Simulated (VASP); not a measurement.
**CdC2: single point with LDA**

The system is CdC2.

```
Cd C
1.0
    -1.72442    1.72442    2.74154
     1.72442   -1.72442    2.74154
     1.72442    1.72442   -2.74154
Cd C
1 2
Direct
  0.00000 0.00000 0.00000
  0.61298 0.61298 0.00000
  0.38702 0.38702 0.00000
```

* Program: VASP 6.6.1
* Task: single point
* Functional: LDA
* Potentials or basis: VASP PAW LDA potentials, release 64 (Cd, C)
* Cutoff: 520 eV
* k mesh: 8 × 8 × 8
* Occupations: gaussian, width 0.01 eV
* Spin: no spin polarisation
* Dipole correction: no
* Further INCAR settings: ALGO = Normal; EDIFF = 1e-07; NBANDS = 17

```json
{"Pressure": "32.0 GPa", "Largest force": "0.009 eV/Å", "Band gap on the k mesh": "1.61 eV, indirect (least direct gap 2.58 eV)"}
```

Forces in eV/Å, atoms in the order of the input:
```
Cd   0.000  0.000  0.000
C    0.000  0.000  0.009
C    0.000  0.000 -0.009
```

Stress tensor (GPa, compression positive):
```
31.35  0.00  0.00
 0.00 31.35  0.00
 0.00  0.00 33.32
```

Levels at points of the mesh, in eV from the valence-band top:
| k point | band 6 | band 7 | band 8 | band 9 | band 10 | band 11 | band 12 | band 13 | band 14 | band 15 |
| --- | --- | --- | --- | --- | --- | --- | --- | --- | --- | --- |
| (0.00, 0.00, 0.00) | -8.37 | -5.20 | -3.70 | -2.94 | -2.94 | 3.57 | 3.57 | 7.31 | 9.01 | 10.14 |
| (0.50, 0.00, 0.00) | -8.22 | -6.74 | -4.56 | -1.79 | -1.59 | 2.93 | 3.43 | 5.89 | 6.96 | 10.30 |
| (0.50, 0.50, 0.00) | -7.54 | -7.10 | -5.97 | -4.38 | -3.52 | 1.61 | 5.81 | 6.21 | 9.71 | 9.90 |
| (0.50, 0.50, 0.50) | -8.10 | -8.10 | -4.73 | -4.73 | -1.33 | 2.35 | 6.26 | 6.26 | 7.19 | 12.77 |

Run time: 14 s on 1 thread of Intel(R) Xeon(R) 6975P-C (Granite Rapids), on a shared host, peak memory 0.16 GiB.

A k mesh can miss the band edges.
